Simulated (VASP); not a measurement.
A run of VASP 6.6.1 is set up as follows.

INCAR

```
PREC = Accurate
ENCUT = 520
EDIFF = 1E-6
ISMEAR = -1
SIGMA = 0.05
LREAL = False
LASPH = True
NELM = 100
ALGO = Normal
ISIF = 2
LWAVE = False
LCHARG = False
GGA = PS
NBANDS = 19
```

Contents of KPOINTS:

```
Automatic mesh
0
Gamma
  17 17 9
```

File POSCAR:

```
Hg
1.0
    2.5773879356      0.0000000000      0.0000000000
   -1.2886939678      2.2320834276      0.0000000000
    0.0000000000      0.0000000000      4.1943885066
Hg
2
Direct
    0.3333333333      0.6666666667      0.2500000000
    0.6666666667      0.3333333333      0.7500000000
```

Potentials or basis: VASP PAW PBE potentials, release 64 (Hg).

Run with:

```bash
$ cat potpaw_PBE.64/Hg/POTCAR > POTCAR
$ mpirun -np 1 vasp_std > vasp.out
```

(1) What does it give for the band gap on the k mesh?

(2) What does it give for the pressure?

Answers

(1) zero (band 12 reaches 13.46 eV, above the bottom of band 13 at 11.96 eV).

(2) 243.1 GPa.

Caveat: the PAW data sets were made with another functional, which shifts forces and pressure a little; spin-orbit coupling is left out, which moves the levels of the heavy elements.
